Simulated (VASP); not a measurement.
# AgBr (Fm-3m) in VASP: further runs

The runs below take AgBr through single point, with HSE06, PBE-based screened hybrid.

Program: VASP 6.6.1. These are calculated values, not measurements. Logs are shortened: lines on timing, memory, paths and dates and some standing lists are left out, and cuts for length are marked.

## Step 1: The cell of the first run

The structure is cubic, space group Fm-3m (No. 225). Conventional cell: a = 5.785 Å, b = 5.785 Å, c = 5.785 Å, α = 90.00°, β = 90.00°, γ = 90.00°. Ag (site symmetry m-3m) has 6 Br at 2.89 Å within 3.8 Å. Within 3.8 Å of Br (site symmetry m-3m) lie 6 Ag at 2.89 Å.

## Step 2: Single point, HSE06

POSCAR reads:

```
AgBr
1.0
    0.0000000000      2.8927333264      2.8927333264
    2.8927333264      0.0000000000      2.8927333264
    2.8927333264      2.8927333264      0.0000000000
Ag Br
1 1
Direct
    0.0000000000      0.0000000000      0.0000000000
    0.5000000000      0.5000000000      0.5000000000
```

INCAR.step1 reads:

```
SYSTEM = AgBr
PREC     = Accurate       ! precision mode
ENCUT    = 400            ! plane-wave cutoff, eV
EDIFF    = 1E-5           ! SCF threshold, eV
ISMEAR   = 0              ! smearing method
SIGMA    = 0.01           ! smearing width, eV
LREAL    = .False.        ! projectors in reciprocal space
LASPH    = .True.         ! aspherical terms in the spheres
NELM     = 120            ! most SCF steps
ALGO     = Normal         ! electronic algorithm
ISIF     = 2              ! what is computed and relaxed
LWAVE    = .True.         ! write WAVECAR
LCHARG   = .False.        ! write CHGCAR
GGA      = PE             ! functional
NBANDS   = 16             ! bands
GGA_COMPAT= .False.
```

INCAR.step2 reads:

```
SYSTEM = AgBr
PREC     = Accurate       ! precision mode
ENCUT    = 400            ! plane-wave cutoff, eV
EDIFF    = 1E-6           ! SCF threshold, eV
ISMEAR   = 0              ! smearing method
SIGMA    = 0.01           ! smearing width, eV
LREAL    = .False.        ! projectors in reciprocal space
LASPH    = .True.         ! aspherical terms in the spheres
NELM     = 120            ! most SCF steps
ALGO     = Normal         ! electronic algorithm
ISIF     = 2              ! what is computed and relaxed
LWAVE    = .False.        ! write WAVECAR
LCHARG   = .False.        ! write CHGCAR
GGA      = PE             ! functional
LHFCALC  = .True.         ! exact exchange
HFSCREEN = 0.2079         ! screening, 1/A
PRECFOCK = Normal       
ISTART   = 1            
NBANDS   = 16             ! bands
GGA_COMPAT= .False.
```

KPOINTS reads:

```
regular mesh
0
Gamma
  4 4 4
  0 0 0
```

Potentials or basis: VASP PAW PBE potentials, release 64 (Ag, Br).

On the command line:

```sh
cat potpaw_PBE.64/Ag/POTCAR potpaw_PBE.64/Br/POTCAR > POTCAR
cp INCAR.step1 INCAR
mpirun -np 1 vasp_std > vasp.out
cp INCAR.step2 INCAR
mpirun -np 1 vasp_std > vasp.out
```

OUTCAR:

```text
SYSTEM = AgBr
   PREC = Accurate
   ENCUT = 400
   EDIFF = 1E-6
   ISMEAR = 0
   LREAL = .False.
   LASPH = .True.
   NELM = 120
   ISIF = 2
   GGA = PE
   LHFCALC = .True.
   HFSCREEN = 0.2079
   PRECFOCK = Normal
   ISTART = 1

 ion  position               nearest neighbor table
   1  0.000  0.000  0.000-   2 2.89   2 2.89   2 2.89   2 2.89   2 2.89   2 2.89
   2  0.500  0.500  0.500-   1 2.89   1 2.89   1 2.89   1 2.89   1 2.89   1 2.89

  LATTYP: Found a face centered cubic cell.
 ALAT       =     5.7854666528

  Lattice vectors:

 A1 = (   0.0000000000,   2.8927333264,   2.8927333264)
 A2 = (   2.8927333264,   0.0000000000,   2.8927333264)
 A3 = (   2.8927333264,   2.8927333264,   0.0000000000)

Analysis of symmetry for initial positions (statically):
=====================================================================
 Subroutine PRICEL returns:
 Original cell was already a primitive cell.

 Routine SETGRP: Setting up the symmetry group for a
 face centered cubic supercell.

 Subroutine GETGRP returns: Found 48 space group operations
 (whereof 48 operations were pure point group operations)
 out of a pool of 48 trial point group operations.

The static configuration has the point symmetry O_h .

Analysis of symmetry for dynamics (positions and initial velocities):
=====================================================================
 Subroutine PRICEL returns:
 Original cell was already a primitive cell.

 Routine SETGRP: Setting up the symmetry group for a
 face centered cubic supercell.

 Subroutine GETGRP returns: Found 48 space group operations
 (whereof 48 operations were pure point group operations)
 out of a pool of 48 trial point group operations.

The dynamic configuration has the point symmetry O_h .

 Subroutine INISYM returns: Found 48 space group operations
 (whereof 48 operations are pure point group operations),
 and found     1 'primitive' translations

----------------------------------------------------------------------------------------

                                     Primitive cell

  volume of cell :      48.4122

  direct lattice vectors                    reciprocal lattice vectors
     0.000000000  2.892733326  2.892733326    -0.172846904  0.172846904  0.172846904
     2.892733326  0.000000000  2.892733326     0.172846904 -0.172846904  0.172846904
[... 75 lines left out ...]
   ISYM   =      3    0-nonsym 1-usesym 2-fastsym
   POTIM  = 0.5000    time-step for ionic-motion
   TEBEG  =    0.0;   TEEND  =   0.0 temperature during run
   PSTRESS=    0.0 pullay stress
   NELECT =      18.0000    total number of electrons
   NUPDOWN=      -1.0000    fix difference up-down
   EMIN   =  10.00;   EMAX   =-10.00  energy-range for DOS
   EFERMI =   0.00;   METHOD = LEGACY
   ISMEAR =     0;   SIGMA  =   0.01  broadening in eV -4-tet -1-fermi 0-gaus
   EFERMI_NEDOS =   21; number of points for ismear=-14 and -15
   IALGO  =     38    algorithm
   IMIX   =      1    mixing-type and parameters
     AMIX     =   0.40;   BMIX     =  1.00
     AMIX_MAG =   1.60;   BMIX_MAG =  1.00
  volume/ion in A,a.u.               =      24.21       163.35
  Fermi-wavevector in a.u.,A,eV,Ry     =   1.177192  2.224570 18.854692  1.385781
  Thomas-Fermi vector in A             =   2.313543
   LORBIT       =      0    0 simple, 1 ext, 2 COOP (PROOUT), +10 PAW based schemes
   GGA     = PE    functional components
   LHFCALC =     T    Hartree Fock is set to
   PRECFOCK=normal    Normal, Fast or Accurate (Low or Medium for compatibility)
   ENCUT4O =  -1.0   cutoff for four orbital integrals eV
   NKREDX  =     1    reduce k-point grid by
   NKREDY  =     1    reduce k-point grid by
   NKREDZ  =     1    reduce k-point grid by
   AEXX    =    0.2500 exact exchange contribution
   HFSCREEN=    0.2079 screening length (either q_TF or 0.3 A-1)
   HFSCREENC=   0.2079 screening length for correlation (either q_TF or 0.3 A-1)
   ENCUTFOCK=  -1.0 apply spherical cutoff to Coloumb kernel
   IVDW    =     0    specifies the selected vdW correction
   LEPSILON=     F    determine dielectric tensor
   LRPA    =     F    only Hartree local field effects (RPA)
 non-spin polarized calculation
 Gauss-broadening in eV      SIGMA  =   0.01
  energy-cutoff  :      400.00
  volume of cell :       48.41
 maximum number of plane-waves:       894
 NGX is ok and might be reduce to    28
  NGX = 24; NGY = 24; NGZ = 24

 number of electron      17.9999992 magnetization

 Free energy of the ion-electron system (eV)
  ---------------------------------------------------
  ext. energy  EPLUGINS =         0.00000000
  ---------------------------------------------------
  free energy    TOTEN  =        -6.08458740 eV

  energy without entropy =       -6.08458740  energy(sigma->0) =       -6.08458740

 E-fermi :   2.5327     XC(G=0):  -8.0439

 val. band max:        2.4228110806   @ k =   0.5000   0.0000   0.0000
 cond. band min:       4.4382591851   @ k =   0.0000   0.0000   0.0000
 fundamental gap:      2.0154481045
 Fermi energy:         2.5327020416

 k-point     1 :       0.0000    0.0000    0.0000
  band No.  band energies     occupation
      1     -13.5178      2.00000
      2      -0.8361      2.00000
      3      -0.8360      2.00000
      4      -0.8018      2.00000
      5      -0.8018      2.00000
      6      -0.8018      2.00000
[... 129 lines left out ...]
      3      -1.5728      2.00000
      4      -1.5728      2.00000
      5      -0.4255      2.00000
      6      -0.4190      2.00000
[... 8 lines left out ...]
     15      16.8560      0.00000
     16      18.8966      0.00000

------------------------ aborting loop because EDIFF is reached ----------------------------------------

  FORCE on cell =-STRESS in cart. coord.  units (eV):
  Direction    XX          YY          ZZ          XY          YZ          ZX
  --------------------------------------------------------------------------------------
  -------------------------------------------------------------------------------------
  Total        0.2474409      0.2474409      0.2474409     -0.0000000      0.0000000      0.0000000
  in kB        8.1889231      8.1889231      8.1889231     -0.0000000      0.0000000      0.0000000
  external PRESSURE =       8.1889231 kB  Pullay stress =       0.0000000 kB

 VOLUME and BASIS-vectors are now :
 -----------------------------------------------------------------------------
  energy-cutoff  :      400.00
  volume of cell :       48.41
      direct lattice vectors                 reciprocal lattice vectors
     0.000000000  2.892733326  2.892733326    -0.172846904  0.172846904  0.172846904
     2.892733326  0.000000000  2.892733326     0.172846904 -0.172846904  0.172846904
     2.892733326  2.892733326  0.000000000     0.172846904  0.172846904 -0.172846904

 POSITION                                       TOTAL-FORCE (eV/Angst)
 -----------------------------------------------------------------------------------
      0.00000      0.00000      0.00000         0.000000      0.000000      0.000000
      2.89273      2.89273      2.89273        -0.000000      0.000000     -0.000000
 -----------------------------------------------------------------------------------
    total drift:                                0.000000     -0.000000     -0.000000

  FREE ENERGIE OF THE ION-ELECTRON SYSTEM (eV)
  ---------------------------------------------------
  free  energy   TOTEN  =        -6.0845874015 eV

  energy  without entropy=       -6.0845874015  energy(sigma->0) =       -6.08458740
```

OSZICAR.step1:

```text
N       E                     dE             d eps       ncg     rms          rms(c)
DAV:   1     0.809941869084E+02    0.80994E+02   -0.71028E+03   264   0.796E+02
DAV:   2    -0.252284379572E+01   -0.83517E+02   -0.78265E+02   320   0.187E+02
DAV:   3    -0.508275184383E+01   -0.25599E+01   -0.25564E+01   336   0.347E+01
DAV:   4    -0.509492500029E+01   -0.12173E-01   -0.12173E-01   296   0.264E+00
DAV:   5    -0.509503002822E+01   -0.10503E-03   -0.10503E-03   336   0.235E-01    0.548E+00
DAV:   6    -0.497704400669E+01    0.11799E+00   -0.18469E-01   304   0.582E+00    0.364E+00
DAV:   7    -0.497191275345E+01    0.51313E-02   -0.58764E-02   288   0.160E+00    0.150E+00
DAV:   8    -0.497202184214E+01   -0.10909E-03   -0.43281E-03   296   0.631E-01    0.260E-01
DAV:   9    -0.497207012073E+01   -0.48279E-04   -0.50791E-04   304   0.233E-01    0.351E-02
DAV:  10    -0.497209411243E+01   -0.23992E-04   -0.40270E-05   312   0.847E-02    0.203E-02
DAV:  11    -0.497210034232E+01   -0.62299E-05   -0.13894E-05   280   0.297E-02
   1 F= -.49721003E+01 E0= -.49721003E+01  d E =-.188902E-37
```

Run time: 5.9 min. Hardware: 1 thread of Intel Xeon Platinum 8259CL at 2.50GHz (Skylake/Cascade Lake), shared host; peak memory 0.27 GiB.

What came out:

```yaml
Free_energy: -6.0846 eV
Pressure: 0.8 GPa
Band_gap_on_the_k_mesh: 2.02 eV, indirect (least direct gap 3.77 eV)
```

Caveat: the k points lie up to 0.47 Å⁻¹ apart; the PAW data sets were made with another functional, which shifts forces and pressure a little.

## Step 3: Single point, HSE06

POSCAR is that of step 2.

INCAR.step1 reads:

```
ALGO = Normal
EDIFF = 1E-5
ENCUT = 400
GGA = PE
GGA_COMPAT = F
ISIF = 2
ISMEAR = 0
LASPH = T
LCHARG = F
LREAL = F
LWAVE = T
NBANDS = 16
NELM = 120
PREC = Accurate
SIGMA = 0.01
```

INCAR.step2 reads:

```
ALGO = Normal
EDIFF = 1E-6
ENCUT = 400
GGA = PE
GGA_COMPAT = F
HFSCREEN = 0.2079
ISIF = 2
ISMEAR = 0
ISTART = 1
LASPH = T
LCHARG = F
LHFCALC = T
LREAL = F
LWAVE = F
NBANDS = 16
NELM = 120
PREC = Accurate
PRECFOCK = Normal
SIGMA = 0.01
```

KPOINTS reads:

```
k-points
0
Gamma
  4 4 4
```

Potentials or basis: VASP PAW PBE potentials, release 64 (Ag, Br).

On the command line:

```sh
cat potpaw_PBE.64/Ag/POTCAR potpaw_PBE.64/Br/POTCAR > POTCAR
cp INCAR.step1 INCAR
mpirun -np 1 vasp_std > vasp.out
cp INCAR.step2 INCAR
mpirun -np 1 vasp_std > vasp.out
```

Run time: 5.6 min. Hardware: 1 thread of Intel Xeon Platinum 8259CL at 2.50GHz (Skylake/Cascade Lake), shared host; peak memory 0.27 GiB.

It converged, with:

- Free energy: -6.0846 eV
- Pressure: 0.8 GPa
- Band gap on the k mesh: 2.02 eV, indirect (least direct gap 3.77 eV)

Levels at points of the mesh, in eV from the valence-band top:
```csv
k point,band 7,band 8,band 9,band 10,band 11,band 12
"(0.00, 0.00, 0.00)",-1.75,-1.75,-1.75,2.02,11.31,11.31
"(0.50, 0.00, 0.00)",-2.46,0.00,0.00,5.03,8.23,8.23
"(0.50, 0.50, 0.00)",-2.76,-2.69,-2.69,3.08,8.29,10.53
```

Caveat: the k points lie up to 0.47 Å⁻¹ apart; the PAW data sets were made with another functional, which shifts forces and pressure a little.

## Step 4: Single point, PBE-based screened hybrid

POSCAR is that of step 3.

INCAR.step1 reads:

```
SYSTEM = AgBr
PREC = Accurate ; ENCUT = 400
EDIFF = 1E-5 ; ISMEAR = 0
SIGMA = 0.01 ; LREAL = .FALSE.
LASPH = .TRUE. ; NELM = 120
ALGO = Normal ; ISIF = 2
LWAVE = .TRUE. ; GGA = PE
NBANDS = 16 ; GGA_COMPAT = .FALSE.
```

INCAR.step2 reads:

```
SYSTEM = AgBr
PREC = Accurate ; ENCUT = 400
EDIFF = 1E-6 ; ISMEAR = 0
SIGMA = 0.01 ; LREAL = .FALSE.
LASPH = .TRUE. ; NELM = 120
ALGO = Normal ; ISIF = 2
LWAVE = .FALSE. ; LCHARG = .TRUE.
GGA = PE ; LHFCALC = .TRUE.
AEXX = 0.35 ; HFSCREEN = 0.2078
PRECFOCK = Normal ; LELF = .TRUE.
LVHAR = .TRUE. ; ISTART = 1
NBANDS = 16 ; GGA_COMPAT = .FALSE.
```

KPOINTS reads:

```
Automatic mesh
0
G
  4 4 4
  0 0 0
```

On the command line:

```sh
cat potpaw_PBE.64/Ag/POTCAR potpaw_PBE.64/Br/POTCAR > POTCAR
cp INCAR.step1 INCAR
mpirun -np 1 vasp_std > vasp.out
cp INCAR.step2 INCAR
mpirun -np 1 vasp_std > vasp.out
```

It took 6.5 min on 1 thread of Intel Xeon Platinum 8259CL at 2.50GHz (Skylake/Cascade Lake), shared host; peak memory 0.28 GiB.

It converged, with:

```
Free energy            : -6.5701 eV
Pressure               : 0.7 GPa
Band gap on the k mesh : 2.58 eV, indirect (least direct gap 4.30 eV)
```

Levels at points of the mesh, in eV from the valence-band top:
| k point | band 7 | band 8 | band 9 | band 10 | band 11 | band 12 |
| --- | --- | --- | --- | --- | --- | --- |
| (0.00, 0.00, 0.00) | -1.71 | -1.71 | -1.71 | 2.58 | 11.87 | 11.87 |
| (0.50, 0.00, 0.00) | -2.60 | 0.00 | 0.00 | 5.54 | 8.81 | 8.81 |
| (0.50, 0.50, 0.00) | -2.97 | -2.68 | -2.68 | 3.68 | 8.78 | 11.16 |

Caveat: the k points lie up to 0.47 Å⁻¹ apart; the PAW data sets were made with another functional, which shifts forces and pressure a little. A k mesh can miss the band edges.

(Part 1 of 2 ends here.)
